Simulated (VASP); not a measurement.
A run of VASP 6.6.1 is set up as follows.

The input INCAR:

```
PREC = Accurate
ENCUT = 520
EDIFF = 1E-7
ISMEAR = 0
SIGMA = 0.1
LREAL = F
LASPH = T
NELM = 60
ALGO = Normal
ISIF = 2
LWAVE = F
LCHARG = F
GGA = PE
NBANDS = 12
```

KPOINTS

```
Automatic mesh
0
Gamma
  6 6 4
```

POSCAR

```
Be2P
1.0
    3.4073922228     -0.0000000032      0.0000000000
   -1.7036961087      2.9508882272      0.0000000000
    0.0000000000      0.0000000000      4.1801487316
Be P
2 1
Direct
    0.0000000000      0.0000000000      0.7629099653
    0.0000000000      0.0000000000      0.2370900347
    0.3333333333      0.6666666667      0.0000000000
```

Potentials or basis: VASP PAW PBE potentials, release 64 (Be, P).

Run with:

```bash
$ cat potpaw_PBE.64/Be/POTCAR potpaw_PBE.64/P/POTCAR > POTCAR
$ mpirun -np 1 vasp_std > vasp.out
```

Question: What does it give for the pressure?

Answer: 0.2 GPa.

Question: Predict the largest force.

Answer: 0.008 eV/Å.

Question: Estimate the band gap on the k mesh.

Answer: Zero (an odd number of electrons rules out a gap without spin polarisation).

Forces on the atoms (eV/Å):
```
Be   0.000  0.000 -0.008
Be   0.000  0.000  0.008
P    0.000  0.000  0.000
```

Caveat: the k points lie up to 0.38 Å⁻¹ apart, too coarse for converged energies and pressures of a metal; the cell differs from its parent crystal (atoms taken out).
